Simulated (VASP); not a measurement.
Here is a VASP 6.6.1 calculation.

INCAR

```
SYSTEM = Cd2S
  PREC = Accurate
  ENCUT = 520
  EDIFF = 1E-6
  ISMEAR = 0
  SIGMA = 0.02
  LREAL = .FALSE.
  LASPH = .TRUE.
  NELM = 100
  ALGO = Normal
  ISIF = 2
  LWAVE = .FALSE.
  LCHARG = .FALSE.
  GGA = PE
  NBANDS = 39
```

Contents of KPOINTS:

```
regular mesh
0
G
  8 8 8
  0 0 0
```

File POSCAR:

```
Cd2S
1.0
   -3.4297826368      3.4297826368      3.7650706714
    3.4297826368     -3.4297826368      3.7650706714
    3.4297826368      3.4297826368     -3.7650706714
Cd S
4 2
Direct
    0.0000000000      0.3072314476      0.3072314476
    0.0000000000      0.6927685524      0.6927685524
    0.3072314476      0.0000000000      0.3072314476
    0.6927685524      0.0000000000      0.6927685524
    0.7706348512      0.7706348512      0.0000000000
    0.2293651488      0.2293651488      0.0000000000
```

Potentials or basis: VASP PAW PBE potentials, release 64 (Cd, S).

Launch:

```bash
$ cat potpaw_PBE.64/Cd/POTCAR potpaw_PBE.64/S/POTCAR > POTCAR
$ mpirun -np 1 vasp_std > vasp.out
```

(1) What does it give for the band gap on the k mesh?

(2) Estimate the pressure.

(3) Estimate the largest force.

Results:

(1) 0.52 eV.

(2) 0.2 GPa.

(3) 0.054 eV/Å.
